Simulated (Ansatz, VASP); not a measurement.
# Ag: VASP beside Ansatz

```xyz
1
Lattice="0.0000 2.3035 1.6286 2.3035 0.0000 1.6286 2.3035 2.3035 0.0000" Properties=species:S:1:pos:R:3 pbc="T T T"
Ag    0.0000    0.0000    0.0000
```

Alike in both runs: task single point; functional r2SCAN; k mesh 28 × 28 × 28; occupations gaussian, width 0.15 eV; no spin polarisation.

|  | VASP | Ansatz |
| --- | --- | --- |
| version | VASP 6.6.1 | Ansatz 0.2.0 |
| potentials or method | VASP PAW PBE potentials, release 64 (Ag), cutoff 520 eV | scalar-relativistic, plane waves, PAW |
| valence electrons in the cell | 11 | 19 |

|  | VASP | Ansatz | Ansatz less VASP |
| --- | --- | --- | --- |
| gap on the k mesh at the Fermi level (eV) | none | none | - |
| pressure (GPa) | 1.0 | 0.9 | -0.15 |

VASP's potentials were made for PBE, not for r2SCAN. A gap of «none» marks a metal or a gap that the smearing closes. With one functional, cell and mesh, what is left measures potentials, basis and numerics. VASP's potentials hold 11 valence electrons a cell and Ansatz's 19, so a difference there can come from the potentials and not from the codes.
